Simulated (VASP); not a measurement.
Crystal: LiBe4.

```
Li Be
1.0
     3.57536    0.00000    0.00000
    -1.78768    3.09636    0.00000
     0.00000    0.00000    3.52400
Li Be
1 4
Cartesian
  0.0000 2.0642 0.0000
  0.8150 1.5937 1.7620
  0.0000 3.0053 1.7620
  -0.8150 1.5937 1.7620
  0.0000 0.0000 1.7620
```

The cell was generated, and may not be a known phase.

- Program: VASP 6.6.1
- Task: relaxation of cell and atoms
- Functional: PBE
- Potentials or basis: VASP PAW PBE potentials, release 64 (Li_sv, Be)
- Cutoff: 750 eV
- k mesh: 5 × 5 × 5
- Occupations: gaussian, width 0.2 eV
- Spin: no spin polarisation

At the start: pressure 79.8 GPa; volume 7.80 Å³/atom.

**Question.** How do energy, volume and symmetry change on relaxing?

**Answer.** Over 8 steps the energy falls by 1107.8 meV/atom and the volume is 14.21 Å³/atom (+82.1 %); space group P-6m2 (No. 187, to 0.1 Å) before and after.

The path:
| step | energy change (eV) | largest force (eV/Å) | pressure (GPa) | volume (Å³) |
| --- | --- | --- | --- | --- |
| 1 | 0.0000 | 6.9764 | 79.75 | 39.01 |
| 2 | -2.6738 | 7.6218 | 10.54 | 65.16 |
| 3 | -3.9744 | 3.8154 | 22.38 | 51.70 |
| 4 | -5.0334 | 0.2284 | -3.03 | 67.42 |
| 5 | -5.1129 | 0.2494 | 0.83 | 63.19 |
| 6 | -5.2702 | 0.1464 | 1.13 | 64.31 |
| 7 | -5.4904 | 0.4115 | 2.79 | 67.26 |
| 8 | -5.5389 | 0.0753 | 0.37 | 71.03 |

Final structure:
```
Li Be
1.0
     4.20897    0.00000    0.00000
    -2.10448    3.64507    0.00000
     0.00000    0.00000    4.62985
Li Be
1 4
Direct
  0.33333 0.66667 0.00000
  0.50094 0.49906 0.50000
  0.50094 0.00188 0.50000
  0.99812 0.49906 0.50000
  0.00000 0.00000 0.50000
```

Caveat: the k points lie up to 0.34 Å⁻¹ apart in the final cell, too coarse for converged energies and pressures of a metal; the volume moved by over 15 % at a fixed basis, so the end points are rough; the relaxation stopped at a loose force limit of 0.08 eV/Å, so its end isn't a converged minimum.
